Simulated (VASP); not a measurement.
Ti:

```
Ti
1.0
     0.00000    2.03000    2.03000
     2.03000    0.00000    2.03000
     2.03000    2.03000    0.00000
Ti
1
Direct
  0.00000 0.00000 0.00000
```

| Quantity | Value |
| --- | --- |
| Program | VASP 6.6.1 |
| Task | relaxation of cell and atoms |
| Functional | BLYP |
| Potentials or basis | VASP PAW PBE potentials, release 64 (Ti_sv) |
| Cutoff | 600 eV |
| k mesh | 11 × 11 × 11 |
| Occupations | fermi-dirac, width 0.05 eV |
| Spin | no spin polarisation |

At the start: pressure 6.6 GPa; volume 16.73 Å³/atom.

Task: Where does the relaxation end?

Result: Over 3 steps the energy falls by 19.8 meV/atom and the volume is 17.74 Å³/atom (+6.1 %); space group Fm-3m (No. 225, to 0.05 Å).

The path:
| step | energy change (eV) | largest force (eV/Å) | pressure (GPa) | volume (Å³) |
| --- | --- | --- | --- | --- |
| 1 | 0.0000 | 0.0000 | 6.57 | 16.73 |
| 2 | -0.0115 | 0.0000 | -3.65 | 18.45 |
| 3 | -0.0198 | 0.0000 | -0.03 | 17.74 |

Final structure:
```
Ti
1.0
     0.00000    2.07015    2.07015
     2.07015    0.00000    2.07015
     2.07015    2.07015    0.00000
Ti
1
Direct
  0.00000 0.00000 0.00000
```

Caveat: the PAW data sets were made with another functional, which shifts forces and pressure a little.
